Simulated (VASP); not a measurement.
**Si16B (a cell with a defect): single point with PBEsol**

The system is Si16B (a cell with a defect).

```
Si B
1.0
     0.00000    5.43000    5.43000
     5.43000    0.00000    5.43000
     5.43000    5.43000    0.00000
Si B
16 1
Direct
  0.00278 0.99858 0.00265
  0.13333 0.12754 0.11760
  0.00571 0.99753 0.49143
  0.10223 0.13455 0.62995
  0.00575 0.50256 0.99472
  0.12542 0.62661 0.12542
  0.99569 0.50653 0.49819
  0.12697 0.62585 0.62023
  0.50879 0.99830 0.99663
  0.62663 0.13407 0.12512
  0.48527 0.00199 0.50928
  0.63092 0.13404 0.61549
  0.49856 0.50774 0.99868
  0.63130 0.62590 0.12131
  0.49986 0.50727 0.49476
  0.62300 0.62526 0.62615
  0.74602 0.17834 0.79213
```

- Program: VASP 6.6.1
- Task: single point
- Functional: PBEsol
- Potentials or basis: VASP PAW PBE potentials, release 64 (Si, B)
- Cutoff: 420 eV
- k mesh: 2 × 2 × 2
- Occupations: fermi-dirac, width 0.02 eV
- Spin: collinear spin
- Starting moments: [0.0, 0.0, 0.0, 0.0, 0.0, 0.0, 0.0, 0.0, 0.0, 0.0, 0.0, 0.0, 0.0, 0.0, 0.0, 0.0, 1.0] μB

The pressure is 1.3 GPa. The largest force is 0.019 eV/Å and the net moment is 0.00 μB per cell. The valence electrons inside the program's atomic spheres are Si 1.68, 1.69, 1.70, 1.67 (each value once); B 1.63.

Forces in eV/Å, atoms in the order of the input:
```
Si   0.001 -0.002  0.001
Si   0.002 -0.003  0.000
Si  -0.002  0.000  0.000
Si   0.002  0.001  0.003
Si  -0.001  0.002  0.002
Si  -0.004  0.001 -0.005
Si   0.000  0.000  0.001
Si  -0.002  0.004 -0.006
Si   0.004 -0.005 -0.001
Si   0.010  0.015 -0.007
Si   0.001 -0.001 -0.001
Si  -0.008 -0.007 -0.006
Si   0.004 -0.001 -0.001
Si  -0.004  0.003 -0.001
Si   0.000 -0.006 -0.001
Si   0.000 -0.001  0.007
B   -0.004  0.001  0.014
```

Stress tensor (GPa, compression positive):
```
 1.30 -0.33  0.38
-0.33  1.27 -0.45
 0.38 -0.45  1.38
```

Levels at points of the mesh, in eV from the Fermi level:
Spin up:
```csv
k point,band 30,band 31,band 32,band 33,band 34,band 35,band 36,band 37
"(0.00, 0.00, 0.00)",-1.50,-0.84,-0.46,-0.38,-0.22,0.15,0.19,0.25
"(0.50, 0.00, 0.00)",-1.22,-1.20,-1.12,-1.08,-0.09,0.39,1.04,1.07
"(0.00, 0.50, 0.00)",-1.32,-1.16,-1.13,-1.07,0.18,0.80,1.04,1.05
"(0.00, 0.00, 0.50)",-1.27,-1.23,-1.10,-0.94,-0.24,0.44,1.01,1.07
"(0.50, 0.50, 0.50)",-1.26,-1.22,-1.12,-0.95,-0.21,0.44,1.02,1.04
"(0.50, 0.50, 0.00)",-1.82,-1.72,-1.69,-0.61,0.22,0.73,1.18,1.24
"(0.00, 0.50, 0.50)",-1.78,-1.70,-1.67,-0.62,0.10,0.66,1.22,1.34
"(0.50, 0.00, 0.50)",-1.80,-1.70,-1.67,-0.62,0.11,0.67,1.21,1.33
```
Spin down:
| k point | band 29 | band 30 | band 31 | band 32 | band 33 | band 34 | band 35 | band 36 | band 37 | band 38 |
| --- | --- | --- | --- | --- | --- | --- | --- | --- | --- | --- |
| (0.00, 0.00, 0.00) | -1.55 | -1.50 | -0.84 | -0.46 | -0.38 | -0.22 | 0.15 | 0.19 | 0.25 | 0.31 |
| (0.50, 0.00, 0.00) | -1.44 | -1.22 | -1.20 | -1.12 | -1.08 | -0.09 | 0.39 | 1.04 | 1.07 | 1.08 |
| (0.00, 0.50, 0.00) | -1.57 | -1.32 | -1.16 | -1.13 | -1.07 | 0.18 | 0.80 | 1.04 | 1.05 | 1.08 |
| (0.00, 0.00, 0.50) | -1.42 | -1.27 | -1.23 | -1.10 | -0.94 | -0.24 | 0.44 | 1.01 | 1.07 | 1.12 |
| (0.50, 0.50, 0.50) | -1.42 | -1.26 | -1.22 | -1.12 | -0.95 | -0.21 | 0.44 | 1.02 | 1.04 | 1.11 |
| (0.50, 0.50, 0.00) | -1.89 | -1.82 | -1.72 | -1.69 | -0.61 | 0.22 | 0.73 | 1.18 | 1.24 | 1.34 |
| (0.00, 0.50, 0.50) | -1.97 | -1.78 | -1.70 | -1.67 | -0.62 | 0.10 | 0.66 | 1.22 | 1.34 | 1.45 |
| (0.50, 0.00, 0.50) | -1.95 | -1.80 | -1.70 | -1.67 | -0.62 | 0.11 | 0.67 | 1.21 | 1.33 | 1.45 |

It took 7.8 min on 1 thread of Intel(R) Xeon(R) Platinum 8259CL CPU @ 2.50GHz (Skylake/Cascade Lake) (shared host), peak memory 0.56 GiB.

Caveat: the k points lie up to 0.50 Å⁻¹ apart; the PAW data sets were made with another functional, which shifts forces and pressure a little.
